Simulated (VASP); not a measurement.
# WS2 (P4/mmm) in VASP: a series of runs

Aim: see how the results for WS2 move with the level of theory and the settings. Levels: LDA, PBEsol, PBE. Tasks: single point.

Program: VASP 6.6.1. These are calculated values, not measurements. Logs are shortened: lines on timing, memory, paths and dates and some standing lists are left out, and cuts for length are marked.

**1. The cell of the first run**

It takes space group P4/mmm (No. 123, tetragonal). Conventional cell: a = 2.539 Å, b = 2.539 Å, c = 8.113 Å, α = 90.00°, β = 90.00°, γ = 90.00°. W (site symmetry 4/mmm) has 2 S at 2.42 Å and 4 W at 2.54 Å within 3.2 Å. S (site symmetry 4mm) has 1 W at 2.42 Å and 4 S at 2.54 Å within 3.2 Å.

**2. Single point, LDA**

The input, INCAR:

```
ALGO     = Normal         # electronic algorithm
EDIFF    = 1E-6           # SCF threshold, eV
ENCUT    = 520            # plane-wave cutoff, eV
ISIF     = 2              # what is computed and relaxed
ISMEAR   = -1             # smearing method
LASPH    = T              # aspherical terms in the spheres
LCHARG   = F              # write CHGCAR
LREAL    = F              # projectors in reciprocal space
LWAVE    = F              # write WAVECAR
NBANDS   = 20             # bands
NELM     = 100            # most SCF steps
PREC     = Accurate       # precision mode
SIGMA    = 0.05           # smearing width, eV
```

The input, KPOINTS:

```
k-points
0
Gamma
  8 8 2
```

The input, POSCAR:

```
WS2
1.0
    2.5394413177      0.0000000000      0.0000000000
    0.0000000000      2.5394413177      0.0000000000
    0.0000000000      0.0000000000      8.1130745618
W S
1 2
Direct
    0.5000000000      0.5000000000      0.5000000000
    0.5000000000      0.5000000000      0.7982658255
    0.5000000000      0.5000000000      0.2017341745
```

Potentials or basis: VASP PAW LDA potentials, release 64 (W_sv, S).

Command:

```
> cat potpaw_LDA.64/W_sv/POTCAR potpaw_LDA.64/S/POTCAR > POTCAR
> mpirun -np 1 vasp_std > vasp.out
```

OUTCAR:

```text
EDIFF = 1E-6
   ENCUT = 520
   ISIF = 2
   ISMEAR = -1
   LASPH = T
   LREAL = F
   NELM = 100
   PREC = Accurate

 ion  position               nearest neighbor table
   1  0.500  0.500  0.500-   2 2.42   3 2.42
   2  0.500  0.500  0.798-   1 2.42
   3  0.500  0.500  0.202-   1 2.42

  LATTYP: Found a simple tetragonal cell.
 ALAT       =     2.5394413177
 C/A-ratio  =     3.1948265570

  Lattice vectors:

 A1 = (   2.5394413177,   0.0000000000,   0.0000000000)
 A2 = (   0.0000000000,   2.5394413177,   0.0000000000)
 A3 = (   0.0000000000,   0.0000000000,   8.1130745618)

Analysis of symmetry for initial positions (statically):
=====================================================================
 Subroutine PRICEL returns:
 Original cell was already a primitive cell.

 Routine SETGRP: Setting up the symmetry group for a
 simple tetragonal supercell.

 Subroutine GETGRP returns: Found 16 space group operations
 (whereof 16 operations were pure point group operations)
 out of a pool of 16 trial point group operations.

The static configuration has the point symmetry D_4h.

Analysis of symmetry for dynamics (positions and initial velocities):
=====================================================================
 Subroutine PRICEL returns:
 Original cell was already a primitive cell.

 Routine SETGRP: Setting up the symmetry group for a
 simple tetragonal supercell.

 Subroutine GETGRP returns: Found 16 space group operations
 (whereof 16 operations were pure point group operations)
 out of a pool of 16 trial point group operations.

The dynamic configuration has the point symmetry D_4h.

 Subroutine INISYM returns: Found 16 space group operations
 (whereof 16 operations are pure point group operations),
 and found     1 'primitive' translations

----------------------------------------------------------------------------------------

                                     Primitive cell

  volume of cell :      52.3193

  direct lattice vectors                    reciprocal lattice vectors
     2.539441318  0.000000000  0.000000000     0.393787402  0.000000000  0.000000000
     0.000000000  2.539441318  0.000000000     0.000000000  0.393787402  0.000000000
     0.000000000  0.000000000  8.113074562     0.000000000  0.000000000  0.123257834

  length of vectors
     2.539441318  2.539441318  8.113074562     0.393787402  0.393787402  0.123257834

  position of ions in fractional coordinates (direct lattice)
     0.500000000  0.500000000  0.500000000
     0.500000000  0.500000000  0.798265826
     0.500000000  0.500000000  0.201734174

  ion indices of the primitive-cell ions
   primitive index   ion index
                 1           1
                 2           2
                 3           3

----------------------------------------------------------------------------------------

 KPOINTS: k-points

Automatic generation of k-mesh.
 Grid dimensions read from file:
 generate k-points for:    8    8    2

 Generating k-lattice:

  Cartesian coordinates                     Fractional coordinates (reciprocal lattice)
     0.049223425  0.000000000  0.000000000     0.125000000  0.000000000  0.000000000
     0.000000000  0.049223425  0.000000000     0.000000000  0.125000000  0.000000000
     0.000000000  0.000000000  0.061628917     0.000000000  0.000000000  0.500000000

  Length of vectors
     0.049223425  0.049223425  0.061628917

  Shift w.r.t. Gamma in fractional coordinates (k-lattice)
     0.000000000  0.000000000  0.000000000

 Subroutine IBZKPT returns following result:
 ===========================================

 Found     30 irreducible k-points:

 Following reciprocal coordinates:
            Coordinates               Weight
  0.000000  0.000000  0.000000      1.000000
  0.125000  0.000000  0.000000      4.000000
  0.250000  0.000000  0.000000      4.000000
  0.375000  0.000000  0.000000      4.000000
  0.500000  0.000000  0.000000      2.000000
  0.125000  0.125000  0.000000      4.000000
[... 16 lines left out ...]
  0.375000  0.125000  0.500000      8.000000
  0.500000  0.125000  0.500000      4.000000
 [... further k-points ...]
   k-points           NKPTS =     30   k-points in BZ     NKDIM =     30   number of bands    NBANDS=     20
   number of dos      NEDOS =    301   number of ions     NIONS =      3
   total plane-waves  NPLWV =  24000
   dimension x,y,z NGX =    20 NGY =   20 NGZ =   60
   dimension x,y,z NGXF=    40 NGYF=   40 NGZF=  120
   ions per type =               1   2
   NGX,Y,Z   is equivalent  to a cutoff of  13.09, 13.09, 12.29 a.u.
   NGXF,Y,Z  is equivalent  to a cutoff of  26.19, 26.19, 24.59 a.u.
 SYSTEM =  unknown system
   PREC   = accura    normal or accurate (medium, high low for compatibility)
   ISTART =      0    job   : 0-new  1-cont  2-samecut
   ICHARG =      2    charge: 1-file 2-atom 10-const
   ISPIN  =      1    spin polarized calculation?
   LNONCOLLINEAR =      F non collinear calculations
   LSORBIT =      F    spin-orbit coupling
   LASPH  =      T    aspherical Exc in radial PAW
   ENCUT  =  520.0 eV  38.22 Ry    6.18 a.u.   4.72  4.72 15.08*2*pi/ulx,y,z
   NELM   =    100;   NELMIN=  2; NELMDL= -5     # of ELM steps
   EDIFF  = 0.1E-05   stopping-criterion for ELM
   LREAL  =      F    real-space projection
   EDIFFG = 0.1E-04   stopping-criterion for IOM
   NSW    =      0    number of steps for IOM
   IBRION =     -1    ionic relax: 0-MD 1-quasi-New 2-CG
   NFREE  =      0    steps in history (QN), initial steepest desc. (CG)
   ISIF   =      2    stress and relaxation
   ISYM   =      2    0-nonsym 1-usesym 2-fastsym
   POTIM  = 0.5000    time-step for ionic-motion
   TEBEG  =    0.0;   TEEND  =   0.0 temperature during run
   PSTRESS=    0.0 pullay stress
   NELECT =      26.0000    total number of electrons
   NUPDOWN=      -1.0000    fix difference up-down
   EMIN   =  10.00;   EMAX   =-10.00  energy-range for DOS
   EFERMI =   0.00;   METHOD = LEGACY
   ISMEAR =    -1;   SIGMA  =   0.05  broadening in eV -4-tet -1-fermi 0-gaus
   EFERMI_NEDOS =   21; number of points for ismear=-14 and -15
   IALGO  =     38    algorithm
   IMIX   =      4    mixing-type and parameters
     AMIX     =   0.40;   BMIX     =  1.00
     AMIX_MAG =   1.60;   BMIX_MAG =  1.00
  volume/ion in A,a.u.               =      17.44       117.69
  Fermi-wavevector in a.u.,A,eV,Ry     =   1.296717  2.450441 22.877870  1.681476
  Thomas-Fermi vector in A             =   2.428156
   LORBIT       =      0    0 simple, 1 ext, 2 COOP (PROOUT), +10 PAW based schemes
   GGA     = CA    functional components
   LHFCALC =     F    Hartree Fock is set to
   AEXX    =    0.0000 exact exchange contribution
   IVDW    =     0    specifies the selected vdW correction
   LEPSILON=     F    determine dielectric tensor
   LRPA    =     F    only Hartree local field effects (RPA)
 non-spin polarized calculation
  energy-cutoff  :      520.00
  volume of cell :       52.32
 maximum number of plane-waves:      1429
 NGX is ok and might be reduce to    20
   NGX =  9   NGY =  9   NGZ = 31

 number of electron      25.9999995 magnetization

 Free energy of the ion-electron system (eV)
  ---------------------------------------------------
  ext. energy  EPLUGINS =         0.00000000
  ---------------------------------------------------
  free energy    TOTEN  =       -22.19410777 eV

  energy without entropy =      -22.18058904  energy(sigma->0) =      -22.18734841

 E-fermi :   7.6209     XC(G=0): -11.4303

 val. band max:        7.6060069102   @ k =   0.2500   0.2500   0.5000
 cond. band min:       7.7311707241   @ k =   0.5000   0.5000   0.0000
 fundamental gap:      0.1251638139
 Fermi energy:         7.6209288539

 k-point     1 :       0.0000    0.0000    0.0000
  band No.  band energies     occupation
      1     -65.8103      2.00000
      2     -30.5121      2.00000
      3     -29.4136      2.00000
      4     -29.4136      2.00000
      5      -8.7285      2.00000
      6      -8.1482      2.00000
[... 12 lines left out ...]
     19      14.5479      0.00000
     20      15.7639      0.00000

 k-point     2 :       0.1250    0.0000    0.0000
  band No.  band energies     occupation
      1     -65.7882      2.00000
      2     -30.4811      2.00000
      3     -29.6922      2.00000
      4     -29.3901      2.00000
      5      -8.4362      2.00000
      6      -7.8639      2.00000
[... 12 lines left out ...]
     19      15.7974      0.00000
     20      17.0216      0.00000

 k-point     3 :       0.2500    0.0000    0.0000
  band No.  band energies     occupation
      1     -65.7347      2.00000
      2     -30.4056      2.00000
      3     -30.3295      2.00000
      4     -29.3329      2.00000
      5      -7.6034      2.00000
      6      -7.0466      2.00000
[... 12 lines left out ...]
     19      15.4619      0.00000
     20      17.4912      0.00000

 k-point     4 :       0.3750    0.0000    0.0000
  band No.  band energies     occupation
      1     -65.6807      2.00000
      2     -30.9239      2.00000
      3     -30.3288      2.00000
      4     -29.2750      2.00000
      5      -6.4367      2.00000
      6      -5.8767      2.00000
[... 12 lines left out ...]
     19      13.6215      0.00000
     20      17.5255      0.00000

 k-point     5 :       0.5000    0.0000    0.0000
  band No.  band energies     occupation
      1     -65.6583      2.00000
      2     -31.1593      2.00000
      3     -30.2967      2.00000
      4     -29.2508      2.00000
      5      -5.7223      2.00000
      6      -5.1306      2.00000
[... 12 lines left out ...]
     19      13.7261      0.00000
     20      16.6839      0.00000

 k-point     6 :       0.1250    0.1250    0.0000
  band No.  band energies     occupation
      1     -65.7662      2.00000
      2     -30.4505      2.00000
      3     -29.6795      2.00000
      4     -29.6539      2.00000
      5      -8.1446      2.00000
      6      -7.5799      2.00000
[... 12 lines left out ...]
     19      17.0210      0.00000
     20      17.9626      0.00000

 k-point     7 :       0.2500    0.1250    0.0000
  band No.  band energies     occupation
      1     -65.7129      2.00000
      2     -30.3758      2.00000
      3     -30.3001      2.00000
      4     -29.6040      2.00000
      5      -7.3133      2.00000
      6      -6.7631      2.00000
[... 12 lines left out ...]
     19      15.7767      0.00000
     20      18.6592      0.00000
[... 277 lines left out ...]
 k-point    20 :       0.5000    0.0000    0.5000
  band No.  band energies     occupation
      1     -65.6583      2.00000
      2     -31.1593      2.00000
      3     -30.2967      2.00000
      4     -29.2508      2.00000
      5      -5.4974      2.00000
      6      -5.3968      2.00000
[... 12 lines left out ...]
     19      13.2713      0.00000
     20      16.4322      0.00000

 k-point    21 :       0.1250    0.1250    0.5000
  band No.  band energies     occupation
      1     -65.7662      2.00000
      2     -30.4505      2.00000
      3     -29.6795      2.00000
      4     -29.6539      2.00000
      5      -7.8930      2.00000
      6      -7.8692      2.00000
[... 12 lines left out ...]
     19      14.0029      0.00000
     20      18.3767      0.00000

 k-point    22 :       0.2500    0.1250    0.5000
  band No.  band energies     occupation
      1     -65.7129      2.00000
      2     -30.3758      2.00000
      3     -30.3001      2.00000
      4     -29.6040      2.00000
      5      -7.0670      2.00000
      6      -7.0452      2.00000
[... 12 lines left out ...]
     19      14.7432      0.00000
     20      17.8239      0.00000

 k-point    23 :       0.3750    0.1250    0.5000
  band No.  band energies     occupation
      1     -65.6591      2.00000
      2     -30.8906      2.00000
      3     -30.2999      2.00000
      4     -29.5414      2.00000
      5      -5.9130      2.00000
      6      -5.8646      2.00000
[... 12 lines left out ...]
     19      14.2271      0.00000
     20      16.2792      0.00000

 k-point    24 :       0.5000    0.1250    0.5000
  band No.  band energies     occupation
      1     -65.6368      2.00000
      2     -31.1245      2.00000
      3     -30.2681      2.00000
      4     -29.5152      2.00000
      5      -5.2094      2.00000
      6      -5.1105      2.00000
[... 12 lines left out ...]
     19      13.5402      0.00000
     20      17.3125      0.00000

 [... further k-points ...]
[... 5 lines left out ...]
  --------------------------------------------------------------------------------------
  -------------------------------------------------------------------------------------
  Total        0.1935793      0.1935793      0.1354186      0.0000000     -0.0000000      0.0000000
  in kB        5.9279939      5.9279939      4.1469325      0.0000000     -0.0000000      0.0000000
  external PRESSURE =       5.3343068 kB  Pullay stress =       0.0000000 kB

 VOLUME and BASIS-vectors are now :
 -----------------------------------------------------------------------------
  energy-cutoff  :      520.00
  volume of cell :       52.32
      direct lattice vectors                 reciprocal lattice vectors
     2.539441318  0.000000000  0.000000000     0.393787402  0.000000000  0.000000000
     0.000000000  2.539441318  0.000000000     0.000000000  0.393787402  0.000000000
     0.000000000  0.000000000  8.113074562     0.000000000  0.000000000  0.123257834

 POSITION                                       TOTAL-FORCE (eV/Angst)
 -----------------------------------------------------------------------------------
      1.26972      1.26972      4.05654         0.000000      0.000000      0.000000
      1.26972      1.26972      6.47639         0.000000      0.000000      0.039607
      1.26972      1.26972      1.63668         0.000000      0.000000     -0.039607
 -----------------------------------------------------------------------------------
    total drift:                                0.000000      0.000000      0.000000

  FREE ENERGIE OF THE ION-ELECTRON SYSTEM (eV)
  ---------------------------------------------------
  free  energy   TOTEN  =       -22.1941077743 eV

  energy  without entropy=      -22.1805890447  energy(sigma->0) =      -22.18734841
```

Run time: 22 s. Hardware: 1 thread of AMD EPYC 7R13 (Zen 3), shared host; peak memory 0.13 GiB.

What came out:

```
Free energy            : -22.1941 eV
Pressure               : 0.5 GPa
Largest force          : 0.040 eV/Å
Band gap on the k mesh : zero (band 13 reaches 10.06 eV, above the bottom of band 14 at 6.11 eV)
```

Forces on the atoms (eV/Å):
```
W    0.000  0.000  0.000
S    0.000  0.000  0.040
S    0.000  0.000 -0.040
```

Caveat: the k points lie up to 0.39 Å⁻¹ apart; spin-orbit coupling is left out, which moves the levels of the heavy elements.

**3. Single point, PBEsol**

This run uses another cell than the first one, of 18.28 Å³/atom, 1.048 times its volume.

The input, INCAR:

```
ALGO = Normal
EDIFF = 1E-7
ENCUT = 520
GGA = PS
ISIF = 2
ISMEAR = -1
LASPH = True
LCHARG = False
LREAL = False
LWAVE = False
NBANDS = 20
NELM = 100
PREC = Accurate
SIGMA = 0.05
```

KPOINTS is that of step 2.

The input, POSCAR:

```
WS2
1.0
    2.5604795147      0.0000000000      0.0000000000
    0.0000000000      2.5604795147      0.0000000000
    0.0000000000      0.0000000000      8.3654322261
W S
1 2
Direct
    0.5000000000      0.5000000000      0.5000000000
    0.5000000000      0.5000000000      0.7900067323
    0.5000000000      0.5000000000      0.2099932677
```

Potentials or basis: VASP PAW PBE potentials, release 64 (W_sv, S).

Command:

```
> cat potpaw_PBE.64/W_sv/POTCAR potpaw_PBE.64/S/POTCAR > POTCAR
> mpirun -np 1 vasp_std > vasp.out
```

Run time: 27 s. Hardware: 1 thread of AMD EPYC 7R13 (Zen 3), shared host; peak memory 0.15 GiB.

Results (log left out):

- Free energy: -21.1653 eV
- Pressure: 0.3 GPa
- Largest force: 0.016 eV/Å
- Band gap on the k mesh: zero (band 13 reaches 9.41 eV, above the bottom of band 14 at 5.68 eV)

Forces on the atoms (eV/Å):
```
W    0.000  0.000  0.000
S    0.000  0.000  0.016
S    0.000  0.000 -0.016
```

Stress tensor (GPa, compression positive):
```
0.39 0.00 0.00
0.00 0.39 0.00
0.00 0.00 0.12
```

Levels at points of the mesh, in eV from the Fermi level:
| k point | band 10 | band 11 | band 12 | band 13 | band 14 | band 15 | band 16 | band 17 |
| --- | --- | --- | --- | --- | --- | --- | --- | --- |
| (0.00, 0.00, 0.00) | -4.10 | 1.44 | 1.44 | 1.91 | 2.25 | 2.25 | 4.04 | 4.04 |
| (0.50, 0.00, 0.00) | -3.46 | -2.58 | -2.18 | 1.30 | 1.59 | 2.69 | 3.80 | 4.16 |
| (0.50, 0.50, 0.00) | -5.11 | -5.11 | -2.73 | -1.01 | -1.01 | -0.15 | 3.43 | 3.68 |
| (0.00, 0.00, 0.50) | -4.10 | 1.41 | 1.41 | 2.32 | 2.32 | 3.99 | 3.99 | 4.16 |
| (0.50, 0.00, 0.50) | -3.37 | -3.13 | -2.74 | 1.59 | 1.66 | 2.67 | 3.86 | 4.97 |
| (0.50, 0.50, 0.50) | -4.99 | -4.99 | -2.21 | -1.10 | -1.10 | -0.92 | 3.16 | 4.03 |

Caveat: the k points lie up to 0.38 Å⁻¹ apart; the PAW data sets were made with another functional, which shifts forces and pressure a little; spin-orbit coupling is left out, which moves the levels of the heavy elements; this functional lacks dispersion, which binds the layers, so the pressure and a relaxed spacing across them are unreliable.

(Continued in part 2 of 2.)
